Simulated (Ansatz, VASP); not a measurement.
## One calculation of Sr, two programs

```xyz
1
Lattice="0.0000 3.0423 3.0423 3.0423 0.0000 3.0423 3.0423 3.0423 0.0000" Properties=species:S:1:pos:R:3 pbc="T T T"
Sr    0.0000    0.0000    0.0000
```

Alike in both runs: task single point; functional r2SCAN; k mesh 6 × 6 × 6; occupations gaussian, width 0.1 eV; no spin polarisation.

|  | VASP | Ansatz |
| --- | --- | --- |
| version | VASP 6.6.1 | Ansatz 0.2.0 |
| potentials or method | VASP PAW PBE potentials, release 64 (Sr_sv), cutoff 520 eV | scalar-relativistic, plane waves, PAW |
| valence electrons in the cell | 10 | 10 |

|  | VASP | Ansatz | Ansatz less VASP |
| --- | --- | --- | --- |
| gap on the k mesh at the Fermi level (eV) | none | none | - |
| pressure (GPa) | 0.1 | 0.0 | -0.02 |

VASP's potentials were made for PBE, not for r2SCAN. A gap of «none» marks a metal or a gap that the smearing closes.
